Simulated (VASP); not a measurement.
**SiC (Moissanite 3C): single point with r2SCAN**

The system is SiC (Moissanite 3C).

```
Si C
1.0
     0.00000    2.20680    2.20680
     2.20680    0.00000    2.20680
     2.20680    2.20680    0.00000
Si C
1 1
Direct
  0.00000 0.00000 0.00000
  0.25000 0.25000 0.25000
```

This cell differs from its parent crystal: volume scaled by 1.040.

```
Program             : VASP 6.6.1
Task                : single point
Functional          : r2SCAN
Potentials or basis : VASP PAW PBE potentials, release 64 (Si, C)
Cutoff              : 520 eV
k mesh              : 10 × 10 × 10
Occupations         : gaussian, width 0.05 eV
Spin                : no spin polarisation
```

- Pressure: -8.4 GPa
- Band gap on the k mesh: 1.75 eV, indirect (least direct gap 5.01 eV)

Levels at points of the mesh, in eV from the valence-band top:
| k point | band 1 | band 2 | band 3 | band 4 | band 5 | band 6 | band 7 | band 8 |
| --- | --- | --- | --- | --- | --- | --- | --- | --- |
| (0.00, 0.00, 0.00) | -15.88 | 0.00 | 0.00 | 0.00 | 6.36 | 7.57 | 7.57 | 7.57 |
| (0.50, 0.00, 0.00) | -12.40 | -8.61 | -1.10 | -1.10 | 5.63 | 7.58 | 7.58 | 10.72 |
| (0.50, 0.50, 0.00) | -10.97 | -7.93 | -3.26 | -3.26 | 1.75 | 4.67 | 14.66 | 14.66 |

Run time: 12 s on 1 thread of Intel(R) Xeon(R) 6975P-C (Granite Rapids), with other jobs on the host, peak memory 0.14 GiB.

Caveat: the PAW data sets were made with another functional, which shifts forces and pressure a little. A k mesh can miss the band edges.
